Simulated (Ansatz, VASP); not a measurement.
Two plane-wave programs on Ta2N

```
Ta N
1.0
     3.18207    0.00000    0.00000
    -1.59104    2.75575    0.00000
     0.00000    0.00000    4.69483
Ta N
2 1
Direct
  0.66667 0.33333 0.74637
  0.33333 0.66667 0.25363
  0.00000 0.00000 0.00000
```

Alike in both runs: task single point; functional PBEsol; k mesh 18 × 18 × 10; occupations gaussian, width 0.15 eV; no spin polarisation.

|  | VASP | Ansatz |
| --- | --- | --- |
| version | VASP 6.6.1 | Ansatz 0.2.0 |
| potentials or method | VASP PAW PBE potentials, release 64 (Ta_pv, N), cutoff 520 eV | scalar-relativistic, plane waves, PAW |
| valence electrons in the cell | 27 | 31 |

VASP gave:

```
gap on the k mesh at the Fermi level (eV)                     : none
pressure (GPa)                                                : -9.9
traceless stress, the component that is largest in VASP (GPa) : 8.75
rms of the force components (eV/Å)                            : 0.273
```

Question: What did Ansatz give for the same quantities?

Answer: gap on the k mesh at the Fermi level (eV): none; pressure (GPa): -10.4; traceless stress, the component that is largest in VASP (GPa): 8.84; rms of the force components (eV/Å): 0.298.

VASP's potentials were made for PBE, not for PBEsol, and Ansatz warns of the same on its side. Atom by atom the forces differ by 0.024 eV/Å (rms over components). A gap of «none» marks a metal or a gap that the smearing closes. The functional is the same, so the differences come from potentials, cutoffs and numerics. VASP's potentials hold 27 valence electrons a cell and Ansatz's 31, so a difference there can come from the potentials and not from the codes.

Spin-orbit coupling is off throughout.
